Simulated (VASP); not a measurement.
A run of VASP 6.6.1 is set up as follows.

INCAR

```
  AGGAC = 1.0
  AGGAX = 1.0
  ALDAC = 0.0
  ALDAX = 1.0
  ALGO = Fast
  EDIFF = 1E-6
  EDIFFG = -0.01
  ENCUT = 600
  GGA = B5
  IBRION = 2
  ISIF = 3
  ISMEAR = -1
  IVDW = 13
  LASPH = T
  LCHARG = F
  LREAL = F
  LWAVE = F
  NELM = 100
  NSW = 60
  PREC = Accurate
  SIGMA = 0.05
  VDW_A1 = 0.44488865
  VDW_A2 = 4.0933009
  VDW_S6 = 1.0
  VDW_S8 = 2.34076671
```

Contents of KPOINTS:

```
k-points
0
Gamma
  12 12 12
```

File POSCAR:

```
Ir
1.0
    0.0000000000      1.9156000000      1.9156000000
    1.9156000000      0.0000000000      1.9156000000
    1.9156000000      1.9156000000      0.0000000000
Ir
1
Direct
    0.0000000000      0.0000000000      0.0000000000
```

Potentials or basis: VASP PAW PBE potentials, release 64 (Ir).

Launch:

```console
$ cat potpaw_PBE.64/Ir/POTCAR > POTCAR
$ mpirun -np 1 vasp_std > vasp.out
```

Q: Predict the relaxed volume.

A: 14.51 Å³/atom.

Q: Estimate the dispersion energy per atom.

A: -1.753 eV.

Final structure:
```yaml
crystal:
  lattice:
    - [0.00000, 1.93573, 1.93573]
    - [1.93573, 0.00000, 1.93573]
    - [1.93573, 1.93573, 0.00000]
  atoms:
    - { symbol: Ir, position: [0.00000, 0.00000, 0.00000] }
```

Caveat: the PAW data sets were made with another functional, which shifts forces and pressure a little; pairwise dispersion overbinds metals, which lowers pressure and volume. Zero-point motion and thermal expansion aren't in these numbers.
